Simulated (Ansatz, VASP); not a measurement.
# Nb2Cl3 in VASP and in Ansatz

INCAR

```
ALGO = Normal
EDIFF = 1E-6
ENCUT = 520
GGA = PE
ISIF = 2
ISMEAR = 0
LASPH = T
LCHARG = F
LREAL = F
LWAVE = F
NBANDS = 32
NELM = 60
PREC = Accurate
SIGMA = 0.1
```

KPOINTS

```
k-points
0
Gamma
  6 6 4
```

Contents of POSCAR:

```
Nb2Cl3
1.0
    4.2981617067      0.0000000000      0.0000000000
   -2.1490808534      3.7223172276      0.0000000000
    0.0000000000      0.0000000000      6.6872414371
Nb Cl
2 3
Direct
    0.3333333333      0.6666666667      0.2450000000
    0.6666666667      0.3333333333      0.7550000000
    0.0000000000      0.0000000000      0.0000000000
    0.3333333333      0.6666666667      0.6450000000
    0.6666666667      0.3333333333      0.3550000000
```

Input for Ansatz:

```yaml
crystal:
  lattice:
    - [4.2981617067, 0.0, 0.0]
    - [-2.1490808534, 3.7223172276, 0.0]
    - [0.0, 0.0, 6.6872414371]
  atoms:
    - { symbol: Nb, position: [0.3333333333, 0.6666666667, 0.245] }
    - { symbol: Nb, position: [0.6666666667, 0.3333333333, 0.755] }
    - { symbol: Cl, position: [0.0, 0.0, 0.0] }
    - { symbol: Cl, position: [0.3333333333, 0.6666666667, 0.645] }
    - { symbol: Cl, position: [0.6666666667, 0.3333333333, 0.355] }
basis:
  ecutwfc: 420
kpoints:
  mp_grid: { grid: [6, 6, 4] }
hamiltonian:
  xc: pbe
scf:
  occupations: { method: gaussian, width: 0.1 }
  lower_state_search: "off"
output:
  forces: true
  stress: true
  eigenvalues: true
```

Alike in both runs: task single point; functional PBE; k mesh 6 × 6 × 4; occupations gaussian, width 0.1 eV; no spin polarisation.

```csv
,VASP,Ansatz
version,VASP 6.6.1,Ansatz 0.2.0
potentials or method,"VASP PAW PBE potentials, release 64 (Nb_sv, Cl), cutoff 520 eV","scalar-relativistic, plane waves, PAW"
valence electrons in the cell,47,47
```

Ansatz gave:

```
gap on the k mesh at the Fermi level (eV)                     : none
pressure (GPa)                                                : -7.0
traceless stress, the component that is largest in VASP (GPa) : 1.03
rms of the force components (eV/Å)                            : 0.290
```

Task: Which values does VASP return?

Result: gap on the k mesh at the Fermi level (eV): none; pressure (GPa): -7.0; traceless stress, the component that is largest in VASP (GPa): 1.00; rms of the force components (eV/Å): 0.298.

Atom by atom the forces differ by 0.008 eV/Å (rms over components). A gap of «none» marks a metal or a gap that the smearing closes. With one functional, cell and mesh, what is left measures potentials, basis and numerics.
